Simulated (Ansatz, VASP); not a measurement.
CaO: VASP beside Ansatz

```
CELL_PARAMETERS angstrom
4.15165 0.00000 0.00000
-2.07582 3.34087 0.00000
0.00000 0.00000 4.80776
ATOMIC_POSITIONS crystal
Ca 0.33333 0.66667 0.75000
Ca 0.66667 0.33333 0.25000
O 0.33333 0.66667 0.25000
O 0.66667 0.33333 0.75000
```

Change from the starting cell: strain +e along x and -e along y +0.0367, strain +e along z and -e/2 along x and y +0.0000.

Alike in both runs: task single point; functional PBE; k mesh 9 × 9 × 6; occupations gaussian, width 0.05 eV; no spin polarisation.

|  | VASP | Ansatz |
| --- | --- | --- |
| version | VASP 6.6.1 | Ansatz 0.2.0 |
| potentials or method | VASP PAW PBE potentials, release 64 (Ca_sv, O), cutoff 520 eV | scalar-relativistic, plane waves, PAW |
| valence electrons in the cell | 32 | 32 |

Ansatz gave:

| Item | Value |
| --- | --- |
| gap on the k mesh at the Fermi level (eV) | 3.16 |
| least direct gap on the mesh (eV) | 3.16 |
| pressure (GPa) | 0.3 |
| traceless stress, the component that is largest in VASP (GPa) | 3.14 |
| rms of the force components (eV/Å) | 0.251 |

Problem. Estimate VASP's values.

Solution. gap on the k mesh at the Fermi level (eV): 3.14; least direct gap on the mesh (eV): 3.14; pressure (GPa): 0.8; traceless stress, the component that is largest in VASP (GPa): 3.23; rms of the force components (eV/Å): 0.264.

Atom by atom the forces differ by 0.013 eV/Å (rms over components).
